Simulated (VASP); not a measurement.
Runs of VASP 6.6.1 on ZnCu. The structure is that of space group Pm-3m (No. 221), or close to it. The cells are those of the table. 

| task | level | potentials or basis | cell | k mesh | cutoff (eV) | smearing | tolerance level | purpose | route | passes | dipole correction | gap on the mesh (eV) | pressure (GPa) | relaxed volume (Å³/atom) |
| --- | --- | --- | --- | --- | --- | --- | --- | --- | --- | --- | --- | --- | --- | --- |
| band structure | LDA | VASP PAW LDA potentials, release 64 (Zn, Cu) | a = 2.945 Å, 2 atoms | 21 × 21 × 21 | 590 | gaussian 0.04 eV | standard | bands | KPOINTS_OPT | - | - | - | -9.1 | - |
| relaxation of cell and atoms | PBE | VASP PAW PBE potentials, release 64 (Zn, Cu) | relaxed from a = 2.974 Å, 2 atoms | 12 × 12 × 12 | 780 | methfessel-paxton 0.05 eV | standard | cell | - | 3 | - | none | 0.0 | 13.10 |
| relaxation of cell and atoms | PBE | VASP PAW PBE potentials, release 64 (Zn, Cu) | relaxed from a = 2.945 Å, 2 atoms | 9 × 9 × 9 | 600 | fermi-dirac 0.05 eV | - | - | - | - | no | none | 0.0 | 13.10 |
| relaxation of cell and atoms | revPBE | VASP PAW PBE potentials, release 64 (Zn, Cu) | relaxed from a = 2.945 Å, 2 atoms | 9 × 9 × 9 | 600 | fermi-dirac 0.05 eV | - | - | - | - | no | none | 0.0 | (b) |
| single point | PBE | VASP PAW PBE potentials, release 64 (Zn, Cu) | a = 2.974, b = 2.974, c = 2.945 Å, 2 atoms | 8 × 8 × 8 | 520 | fermi-dirac 0.05 eV | - | - | - | - | no | none | (a) | - |
| relaxation of cell and atoms | RPBE | VASP PAW PBE potentials, release 64 (Zn, Cu) | relaxed from a = 2.945 Å, 2 atoms | 9 × 9 × 9 | 600 | fermi-dirac 0.05 eV | - | - | - | - | no | none | 0.0 | 13.60 |
| single point | LDA | VASP PAW LDA potentials, release 64 (Zn, Cu) | a = 2.945 Å, 2 atoms | 12 × 12 × 12 | 340 | tetrahedron 0.1 eV | standard | density of states | - | - | - | none | - | - |
| relaxation of cell and atoms | r2SCAN | VASP PAW PBE potentials, release 64 (Zn, Cu) | relaxed from a = 2.945 Å, 2 atoms | 9 × 9 × 9 | 600 | fermi-dirac 0.05 eV | - | - | - | - | no | none | 0.0 | 12.51 |

Alike in all rows: no spin polarisation.

**Question.** Fill in the values left out.

**Answer.** (a) 1.0; (b) 13.47.

Caveats: the PAW data sets were made with another functional, which shifts forces and pressure a little (at least some runs); the cell stands under tension (at least some runs); the cutoff is under 1.25 times the usual one of these potentials, so pressure, stress and relaxed cells hold a basis-set (Pulay) error (at least some runs); tetrahedron occupations give inexact forces and stress in metals (at least some runs).

A gap of «none» marks levels without a gap at the run's occupations.
